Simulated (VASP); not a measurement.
Wanted: the native input for a VASP 6.6.1 run.

```
Task                   : single point
Functional             : PBE
Potentials or basis    : VASP PAW PBE potentials, release 64 (Te, Sn_d)
Cutoff                 : 520 eV
k mesh                 : 7 × 7 × 7
Occupations            : gaussian, width 0.017 eV
Spin                   : no spin polarisation
Dipole correction      : no
Further INCAR settings : ALGO = Normal; EDIFF = 1e-06; NBANDS = 17
```

The structure of SnTe lies in POSCAR:

```
SnTe
1.0
    0.0000000000      3.1508500000      3.1508500000
    3.1508500000      0.0000000000      3.1508500000
    3.1508500000      3.1508500000      0.0000000000
Te Sn
1 1
Direct
    0.5000000000      0.5000000000      0.5000000000
    0.0000000000      0.0000000000      0.0000000000
```

These files were run (other wordings do the same):

INCAR

```
  ALGO = Normal
  EDIFF = 1E-6
  ENCUT = 520
  GGA = PE
  ISIF = 2
  ISMEAR = 0
  LASPH = T
  LCHARG = F
  LREAL = F
  LWAVE = F
  NBANDS = 17
  NELM = 100
  PREC = Accurate
  SIGMA = 0.017
```

KPOINTS

```
k-points
0
Gamma
  7 7 7
```

Potentials or basis: VASP PAW PBE potentials, release 64 (Te, Sn_d).

Run with:

```console
$ cat potpaw_PBE.64/Te/POTCAR potpaw_PBE.64/Sn_d/POTCAR > POTCAR
$ mpirun -np 1 vasp_std > vasp.out
```

Results of the run:

```
Pressure : 2.2 GPa
```

It took 19 s on 1 thread of Intel(R) Xeon(R) Platinum 8488C (Sapphire Rapids), with other jobs on the host, peak memory 0.2 GiB.
